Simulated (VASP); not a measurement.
# C (P-1) in VASP: single point with LDA

Aim: the single point of C with LDA.

Everything below comes from runs of VASP 6.6.1. Logs are shortened: lines on timing, memory, paths and dates and some standing lists are left out, and cuts for length are marked.

## Step 1: The cell of the first run

The typed cell holds 8 atoms: a = 2.444 Å, b = 2.444 Å, c = 13.454 Å, α = 88.84°, β = 89.42°, γ = 60.03°.

## Step 2: Single point, LDA (the part above a cut slid along it)

File INCAR:

```
PREC = Accurate
ENCUT = 520
EDIFF = 1E-6
ISMEAR = 0
SIGMA = 0.03
LREAL = False
LASPH = True
NELM = 60
ALGO = Normal
ISIF = 2
LWAVE = False
LCHARG = False
NBANDS = 26
```

File KPOINTS:

```
Automatic mesh
0
Gamma
  15 15 3
```

File POSCAR:

```
C
1.0
   -1.2226660053     -2.1164534110      0.0000000000
    1.2226660053     -2.1164534110      0.0000000000
    0.1358517784     -0.2351614901     13.4515291704
C
8
Direct
    0.3332964337      0.3194075448      0.1250000000
    0.8332964337      0.7916297670      0.3750000000
    0.3332964337      0.2638519893      0.6250000000
    0.8332964337      0.7360742115      0.8750000000
    0.6667035663      0.6528146774      0.1250000000
    0.1667035663      0.1250368996      0.3750000000
    0.6667035663      0.5972591219      0.6250000000
    0.1667035663      0.0694813441      0.8750000000
```

Potentials or basis: VASP PAW LDA potentials, release 64 (C).

The run is started by

```sh
$ cat potpaw_LDA.64/C/POTCAR > POTCAR
$ mpirun -np 1 vasp_std > vasp.out
```

OUTCAR:

```text
PREC = Accurate
   ENCUT = 520
   EDIFF = 1E-6
   ISMEAR = 0
   LREAL = False
   LASPH = True
   NELM = 60
   ISIF = 2

 ion  position               nearest neighbor table
   1  0.333  0.319  0.125-   5 1.41   5 1.41   5 1.41
   2  0.833  0.792  0.375-   6 1.41   6 1.41   6 1.41
   3  0.333  0.264  0.625-   7 1.41   7 1.41   7 1.41
   4  0.833  0.736  0.875-   8 1.41   8 1.41   8 1.41
   5  0.667  0.653  0.125-   1 1.41   1 1.41   1 1.41
   6  0.167  0.125  0.375-   2 1.41   2 1.41   2 1.41
   7  0.667  0.597  0.625-   3 1.41   3 1.41   3 1.41
   8  0.167  0.069  0.875-   4 1.41   4 1.41   4 1.41

  LATTYP: Found a triclinic cell.
 ALAT       =     2.4442355045
 B/A-ratio  =     1.0000000000
 C/A-ratio  =     5.7995379652
 COS(alpha) =     0.0094159707
 COS(beta)  =     0.2778772775
 COS(gamma) =     0.4995512904

  Lattice vectors:

 A1 = (  -1.2226660053,   2.1164534110,   0.0000000000)
 A2 = (   1.2226660053,   2.1164534110,   0.0000000000)
 A3 = (  -3.8038497943,   2.3516149011, -13.4515291704)

Analysis of symmetry for initial positions (statically):
=====================================================================
 Subroutine PRICEL returns:
 Original cell was already a primitive cell.

 Routine SETGRP: Setting up the symmetry group for a
 triclinic supercell.

 Subroutine GETGRP returns: Found  2 space group operations
 (whereof  1 operations were pure point group operations)
 out of a pool of  2 trial point group operations.

The static configuration has the point symmetry C_1 .
 The point group associated with its full space group is S_2 .

Analysis of symmetry for dynamics (positions and initial velocities):
=====================================================================
 Subroutine PRICEL returns:
 Original cell was already a primitive cell.

 Routine SETGRP: Setting up the symmetry group for a
 triclinic supercell.

 Subroutine GETGRP returns: Found  2 space group operations
 (whereof  1 operations were pure point group operations)
 out of a pool of  2 trial point group operations.

The dynamic configuration has the point symmetry C_1 .
 The point group associated with its full space group is S_2 .

 Subroutine INISYM returns: Found  2 space group operations
 (whereof  1 operations are pure point group operations),
 and found     1 'primitive' translations

----------------------------------------------------------------------------------------

                                     Primitive cell

  volume of cell :      69.6175

  direct lattice vectors                    reciprocal lattice vectors
    -1.222666005 -2.116453411  0.000000000    -0.408942424 -0.236244274  0.000000000
     1.222666005 -2.116453411  0.000000000     0.408942424 -0.236244274 -0.008260110
     0.135851778 -0.235161490 13.451529170     0.000000000  0.000000000  0.074340990

  length of vectors
     2.444235504  2.444235504 13.454270462     0.472276681  0.472348910  0.074340990

  position of ions in fractional coordinates (direct lattice)
     0.333296434  0.319407545  0.125000000
     0.833296434  0.791629767  0.375000000
     0.333296434  0.263851989  0.625000000
     0.833296434  0.736074211  0.875000000
     0.666703566  0.652814677  0.125000000
     0.166703566  0.125036900  0.375000000
     0.666703566  0.597259122  0.625000000
     0.166703566  0.069481344  0.875000000

  ion indices of the primitive-cell ions
   primitive index   ion index
                 1           1
                 2           2
                 3           3
                 4           4
                 5           5
                 6           6
                 7           7
                 8           8

----------------------------------------------------------------------------------------

 KPOINTS: Automatic mesh

Automatic generation of k-mesh.
 Grid dimensions read from file:
 generate k-points for:   15   15    3

 Generating k-lattice:

  Cartesian coordinates                     Fractional coordinates (reciprocal lattice)
    -0.027262828 -0.015749618  0.000000000     0.066666667  0.000000000 -0.000000000
     0.027262828 -0.015749618 -0.000550674     0.000000000  0.066666667 -0.000000000
     0.000000000  0.000000000  0.024780330     0.000000000  0.000000000  0.333333333

  Length of vectors
     0.031485112  0.031489927  0.024780330

  Shift w.r.t. Gamma in fractional coordinates (k-lattice)
     0.000000000  0.000000000  0.000000000

 Subroutine IBZKPT returns following result:
 ===========================================

 Found    338 irreducible k-points:

 Following reciprocal coordinates:
            Coordinates               Weight
  0.000000  0.000000  0.000000      1.000000
  0.066667 -0.000000 -0.000000      2.000000
  0.133333 -0.000000  0.000000      2.000000
  0.200000 -0.000000  0.000000      2.000000
  0.266667 -0.000000  0.000000      2.000000
  0.333333 -0.000000 -0.000000      2.000000
[... 16 lines left out ...]
 -0.066667  0.066667  0.000000      2.000000
 -0.000000  0.133333  0.000000      2.000000
 [... further k-points ...]
   k-points           NKPTS =    338   k-points in BZ     NKDIM =    338   number of bands    NBANDS=     26
   number of dos      NEDOS =    301   number of ions     NIONS =      8
   total plane-waves  NPLWV =  32400
   dimension x,y,z NGX =    18 NGY =   18 NGZ =  100
   dimension x,y,z NGXF=    36 NGYF=   36 NGZF=  200
   ions per type =               8
   NGX,Y,Z   is equivalent  to a cutoff of  12.24, 12.24, 12.36 a.u.
   NGXF,Y,Z  is equivalent  to a cutoff of  24.49, 24.49, 24.71 a.u.
 SYSTEM =  unknown system
   PREC   = accura    normal or accurate (medium, high low for compatibility)
   ISTART =      0    job   : 0-new  1-cont  2-samecut
   ICHARG =      2    charge: 1-file 2-atom 10-const
   ISPIN  =      1    spin polarized calculation?
   LNONCOLLINEAR =      F non collinear calculations
   LSORBIT =      F    spin-orbit coupling
   LASPH  =      T    aspherical Exc in radial PAW
   ENCUT  =  520.0 eV  38.22 Ry    6.18 a.u.   4.54  4.54 25.02*2*pi/ulx,y,z
   NELM   =     60;   NELMIN=  2; NELMDL= -5     # of ELM steps
   EDIFF  = 0.1E-05   stopping-criterion for ELM
   LREAL  =      F    real-space projection
   EDIFFG = 0.1E-04   stopping-criterion for IOM
   NSW    =      0    number of steps for IOM
   IBRION =     -1    ionic relax: 0-MD 1-quasi-New 2-CG
   NFREE  =      0    steps in history (QN), initial steepest desc. (CG)
   ISIF   =      2    stress and relaxation
   ISYM   =      2    0-nonsym 1-usesym 2-fastsym
   POTIM  = 0.5000    time-step for ionic-motion
   TEBEG  =    0.0;   TEEND  =   0.0 temperature during run
   PSTRESS=    0.0 pullay stress
   NELECT =      32.0000    total number of electrons
   NUPDOWN=      -1.0000    fix difference up-down
   EMIN   =  10.00;   EMAX   =-10.00  energy-range for DOS
   EFERMI =   0.00;   METHOD = LEGACY
   ISMEAR =     0;   SIGMA  =   0.03  broadening in eV -4-tet -1-fermi 0-gaus
   EFERMI_NEDOS =   21; number of points for ismear=-14 and -15
   IALGO  =     38    algorithm
   IMIX   =      4    mixing-type and parameters
     AMIX     =   0.40;   BMIX     =  1.00
     AMIX_MAG =   1.60;   BMIX_MAG =  1.00
  volume/ion in A,a.u.               =       8.70        58.73
  Fermi-wavevector in a.u.,A,eV,Ry     =   1.263433  2.387541 21.718463  1.596262
  Thomas-Fermi vector in A             =   2.396790
   LORBIT       =      0    0 simple, 1 ext, 2 COOP (PROOUT), +10 PAW based schemes
   GGA     = CA    functional components
   LHFCALC =     F    Hartree Fock is set to
   AEXX    =    0.0000 exact exchange contribution
   IVDW    =     0    specifies the selected vdW correction
   LEPSILON=     F    determine dielectric tensor
   LRPA    =     F    only Hartree local field effects (RPA)
 non-spin polarized calculation
 Gauss-broadening in eV      SIGMA  =   0.03
  energy-cutoff  :      520.00
  volume of cell :       69.62
 maximum number of plane-waves:      1906
   NGX =  9   NGY =  9   NGZ = 51

 number of electron      32.0000004 magnetization

 Free energy of the ion-electron system (eV)
  ---------------------------------------------------
  ext. energy  EPLUGINS =         0.00000000
  ---------------------------------------------------
  free energy    TOTEN  =       -80.87934327 eV

  energy without entropy =      -80.87924846  energy(sigma->0) =      -80.87929587

 E-fermi :   4.6793     XC(G=0): -10.7879

 val. band max:        4.6708588404   @ k =  -0.3333   0.3333   0.0000
 cond. band min:       4.6878076916   @ k =  -0.3333   0.3333   0.0000
 fundamental gap:      0.0169488512
 Fermi energy:         4.6793280141

 k-point     1 :       0.0000    0.0000    0.0000
  band No.  band energies     occupation
      1     -14.9444      2.00000
      2     -14.7937      2.00000
      3     -14.7937      2.00000
      4     -14.6321      2.00000
      5      -4.0583      2.00000
      6      -3.1501      2.00000
[... 18 lines left out ...]
     25      13.1669      0.00000
     26      13.1898      0.00000

 k-point     2 :       0.0667   -0.0000   -0.0000
  band No.  band energies     occupation
      1     -14.8373      2.00000
      2     -14.6876      2.00000
      3     -14.6876      2.00000
      4     -14.5272      2.00000
      5      -3.9264      2.00000
      6      -3.0219      2.00000
[... 18 lines left out ...]
     25      13.6112      0.00000
     26      13.6135      0.00000

 k-point     3 :       0.1333   -0.0000    0.0000
  band No.  band energies     occupation
      1     -14.5170      2.00000
      2     -14.3702      2.00000
      3     -14.3702      2.00000
      4     -14.2131      2.00000
      5      -3.5325      2.00000
      6      -2.6392      2.00000
[... 572 lines left out ...]
 k-point    23 :      -0.0667    0.0667    0.0000
  band No.  band energies     occupation
      1     -14.6237      2.00000
      2     -14.4778      2.00000
      3     -14.4742      2.00000
      4     -14.3179      2.00000
      5      -3.6633      2.00000
      6      -2.7779      2.00000
[... 18 lines left out ...]
     25      14.3297      0.00000
     26      14.3694      0.00000

 k-point    24 :      -0.0000    0.1333    0.0000
  band No.  band energies     occupation
      1     -14.5169      2.00000
      2     -14.3737      2.00000
      3     -14.3666      2.00000
      4     -14.2132      2.00000
      5      -3.5323      2.00000
      6      -2.6617      2.00000
[... 18 lines left out ...]
     25      14.8431      0.00000
     26      14.8776      0.00000

 [... further k-points ...]

------------------------ aborting loop because EDIFF is reached ----------------------------------------

  FORCE on cell =-STRESS in cart. coord.  units (eV):
  Direction    XX          YY          ZZ          XY          YZ          ZX
  --------------------------------------------------------------------------------------
  -------------------------------------------------------------------------------------
  Total        0.6171407      0.6233561     -0.0761998      0.0020177     -0.0336540     -0.0264582
  in kB       14.2028838     14.3459262     -1.7536622      0.0464365     -0.7745148     -0.6089093
  external PRESSURE =       8.9317159 kB  Pullay stress =       0.0000000 kB

 VOLUME and BASIS-vectors are now :
 -----------------------------------------------------------------------------
  energy-cutoff  :      520.00
  volume of cell :       69.62
      direct lattice vectors                 reciprocal lattice vectors
    -1.222666005 -2.116453411  0.000000000    -0.408942424 -0.236244274  0.000000000
     1.222666005 -2.116453411  0.000000000     0.408942424 -0.236244274 -0.008260110
     0.135851778 -0.235161490 13.451529170     0.000000000  0.000000000  0.074340990

 POSITION                                       TOTAL-FORCE (eV/Angst)
 -----------------------------------------------------------------------------------
     -0.00000     -1.41081      1.68144        -0.003415     -0.005134      0.006635
     -0.00000     -3.52727      5.04432        -0.000030     -0.001283      0.001944
      0.00000     -1.41081      8.40721         0.000201     -0.001255      0.002479
      0.00000     -3.52727     11.77009         0.003782      0.000472      0.006791
     -0.00000     -2.82209      1.68144        -0.003782     -0.000472     -0.006791
     -0.00000     -0.70564      5.04432        -0.000201      0.001255     -0.002479
      0.00000     -2.82209      8.40721         0.000030      0.001283     -0.001944
      0.00000     -0.70564     11.77009         0.003415      0.005134     -0.006635
 -----------------------------------------------------------------------------------
    total drift:                               -0.000000      0.000000      0.000000

  FREE ENERGIE OF THE ION-ELECTRON SYSTEM (eV)
  ---------------------------------------------------
  free  energy   TOTEN  =       -80.8793432698 eV

  energy  without entropy=      -80.8792484648  energy(sigma->0) =      -80.87929587
```

It took 14 min on 1 thread of Intel Xeon 8259CL, shared host; peak memory 0.42 GiB.

Results:

```yaml
Free_energy: -80.8793 eV
Pressure: 0.9 GPa
Largest_force: 0.009 eV/Å
```

Forces in eV/Å, atoms in the order of the input:
```
C   -0.003 -0.005  0.007
C    0.000 -0.001  0.002
C    0.000 -0.001  0.002
C    0.004  0.000  0.007
C   -0.004  0.000 -0.007
C    0.000  0.001 -0.002
C    0.000  0.001 -0.002
C    0.003  0.005 -0.007
```

Caveat: the cell differs from its parent crystal (the part above a cut slid along it).
